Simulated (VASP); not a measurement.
Crystal: MgZrC.

```
Mg Zr C
1.0
     3.45028    0.00000    0.00000
     0.00000    3.48344    0.00000
     0.00000    0.00000    3.59080
Mg Zr C
1 1 1
Direct
  0.50000 0.50000 0.50000
  0.00000 0.00000 0.00000
  0.50000 0.50000 0.00000
```

```yaml
Program: VASP 6.6.1
Task: relaxation of cell and atoms
Functional: PBE
Potentials_or_basis: VASP PAW PBE potentials, release 64 (Mg, Zr_sv, C)
Cutoff: 600 eV
k_mesh: 6 × 6 × 6
Occupations: gaussian, width 0.1 eV
Spin: no spin polarisation
```

At the start: pressure 21.5 GPa; volume 14.39 Å³/atom.

Question: How do energy, volume and symmetry change on relaxing?

Answer: Over 7 steps the energy falls by 736.6 meV/atom and the volume is 16.09 Å³/atom (+11.9 %); space group P4/mmm (No. 123, to 0.05 Å).

Step by step:
```csv
step,energy change (eV),largest force (eV/Å),pressure (GPa),volume (Å³)
1,0.0000,0.0000,21.47,43.16
2,-1.9869,0.0000,-9.37,53.97
3,-2.1046,0.0000,-6.60,50.36
4,-2.1172,0.0000,-7.66,51.17
5,-2.1168,0.0000,-7.46,51.01
6,-2.1418,0.0000,7.62,46.16
7,-2.2099,0.0000,-0.18,48.28
```

Final structure:
```
Mg Zr C
1.0
     3.26665    0.00000    0.00000
     0.00000    3.27334    0.00000
     0.00000    0.00000    4.51560
Mg Zr C
1 1 1
Direct
  0.50000 0.50000 0.50000
  0.00000 0.00000 0.00000
  0.50000 0.50000 0.00000
```
